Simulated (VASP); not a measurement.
Bi2Se3 (Paraguanajuatite): single point with PBE

Bi2Se3 (Paraguanajuatite):

```
CELL_PARAMETERS angstrom
2.09521 1.20967 10.43363
-2.09521 1.20967 10.43363
0.00000 -2.41934 10.43363
ATOMIC_POSITIONS crystal
Bi 0.39564 0.39564 0.39564
Bi 0.60436 0.60436 0.60436
Se 0.00000 0.00000 0.00000
Se 0.22114 0.22114 0.22114
Se 0.77886 0.77886 0.77886
```

| Property | Result |
| --- | --- |
| Program | VASP 6.6.1 |
| Task | single point |
| Functional | PBE |
| Potentials or basis | VASP PAW PBE potentials, release 64 (Bi_d, Se) |
| Cutoff | 520 eV |
| k mesh | 9 × 9 × 9 |
| Occupations | gaussian, width 0.02 eV |
| Spin | no spin polarisation |

- Pressure: 0.0 GPa
- Largest force: 0.013 eV/Å
- Band gap on the k mesh: 0.70 eV, indirect (least direct gap 0.71 eV)

Forces in eV/Å, atoms in the order of the input:
```
Bi   0.000  0.000 -0.010
Bi   0.000  0.000  0.010
Se   0.000  0.000  0.000
Se   0.000  0.000 -0.013
Se   0.000  0.000  0.013
```

Levels at points of the mesh, in eV from the valence-band top:
```tsv
k point	band 20	band 21	band 22	band 23	band 24	band 25	band 26	band 27	band 28	band 29
(0.00, 0.00, 0.00)	-1.17	-1.17	-0.71	-0.71	-0.01	0.70	1.99	1.99	2.51	3.03
```

Wall time 20 min on 1 thread of AMD EPYC 9R45 96-Core Processor (Zen 5), on a shared host, peak memory 1.1 GiB.

Caveat: spin-orbit coupling is left out, which moves the levels of the heavy elements. A k mesh can miss the band edges.
